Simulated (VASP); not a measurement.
Si2W: relaxation of cell and atoms with PBE

The system is Si2W.

```
CELL_PARAMETERS angstrom
0.00000 3.41277 3.41277
3.41277 0.00000 3.41277
3.41277 3.41277 0.00000
ATOMIC_POSITIONS crystal
Si 0.12500 0.12500 0.12500
Si 0.62500 0.12500 0.12500
Si 0.12500 0.12500 0.62500
Si 0.12500 0.62500 0.12500
W 0.50000 0.50000 0.50000
W 0.75000 0.75000 0.75000
```

```json
{"Program": "VASP 6.6.1", "Task": "relaxation of cell and atoms", "Functional": "PBE", "Potentials or basis": "VASP PAW PBE potentials, release 64 (Si, W_sv)", "Cutoff": "600 eV", "k mesh": "10 × 10 × 10", "Occupations": "gaussian, width 0.1 eV", "Spin": "no spin polarisation", "Dipole correction": "no", "Further INCAR settings": "ALGO = Normal; EDIFF = 1e-06; IBRION = 2; EDIFFG = -0.01; NSW = 100; ISIF = 3"}
```

```json
{
  "Relaxed volume": "13.27 Å³/atom",
  "Relaxed cell": "a = 4.829 Å, b = 4.829 Å, c = 4.829 Å, α = 60.00°, β = 60.00°, γ = 60.00°",
  "Space group after relaxing (to 0.1 Å)": "Fd-3m (No. 227)",
  "Energy gained by relaxing": "0.0 meV/atom",
  "Ionic steps": "3",
  "Pressure after relaxing": "0.0 GPa",
  "Band gap on the k mesh": "zero (bands 22 and 23 overlap by 0.58 eV)"
}
```

Step by step:
```csv
step,energy change (eV),largest force (eV/Å),pressure (GPa),volume (Å³)
1,0.0000,0.0000,0.32,79.50
2,0.0001,0.0000,-0.44,79.80
3,-0.0001,0.0000,0.01,79.62
```

Final structure:
```yaml
crystal:
  lattice:
    - [0.00000, 3.41446, 3.41446]
    - [3.41446, 0.00000, 3.41446]
    - [3.41446, 3.41446, 0.00000]
  atoms:
    - { symbol: Si, position: [0.12500, 0.12500, 0.12500] }
    - { symbol: Si, position: [0.62500, 0.12500, 0.12500] }
    - { symbol: Si, position: [0.12500, 0.12500, 0.62500] }
    - { symbol: Si, position: [0.12500, 0.62500, 0.12500] }
    - { symbol: W, position: [0.50000, 0.50000, 0.50000] }
    - { symbol: W, position: [0.75000, 0.75000, 0.75000] }
```

Levels at points of the mesh, in eV from the Fermi level:
```
           k point  band 18  band 19  band 20  band 21  band 22  band 23  band 24  band 25  band 26
(0.00, 0.00, 0.00)    -6.04    -2.95    -0.23    -0.23    -0.23     0.81     0.81     2.07     2.07
(0.50, 0.00, 0.00)    -3.65    -1.12    -1.12    -0.82     0.25     0.43     0.43     1.05     1.05
(0.50, 0.50, 0.00)    -2.77    -2.63    -2.63    -2.21    -2.21     1.06     1.06     2.35     2.35
```

Run time: 3.6 min on 1 thread of AMD EPYC 9R14 (Zen 4), on a shared host, peak memory 0.27 GiB.

Caveat: spin-orbit coupling is left out, which moves the levels of the heavy elements.
